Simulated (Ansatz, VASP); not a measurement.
## Rb2Ag3 in VASP and in Ansatz

```
Rb Ag
1.0
     5.56049    0.00000    0.00000
     0.00000    5.56049    0.00000
     0.00000    0.00000    5.56049
Rb Ag
2 3
Direct
  0.00000 0.00000 0.00000
  0.50000 0.50000 0.50000
  0.50000 0.00000 0.00000
  0.00000 0.50000 0.00000
  0.00000 0.00000 0.50000
```

Alike in both runs: task single point; functional PBE; k mesh 4 × 4 × 4; occupations gaussian, width 0.1 eV; no spin polarisation.

|  | VASP | Ansatz |
| --- | --- | --- |
| version | VASP 6.6.1 | Ansatz 0.2.0 |
| potentials or method | VASP PAW PBE potentials, release 64 (Rb_sv, Ag), cutoff 500 eV | scalar-relativistic, plane waves, PAW |
| valence electrons in the cell | 51 | 75 |

|  | VASP | Ansatz | Ansatz less VASP |
| --- | --- | --- | --- |
| gap on the k mesh at the Fermi level (eV) | none | none | - |
| pressure (GPa) | 6.3 | 6.2 | -0.10 |

A gap of «none» marks a metal or a gap that the smearing closes. VASP's potentials hold 51 valence electrons a cell and Ansatz's 75, so a difference there can come from the potentials and not from the codes.
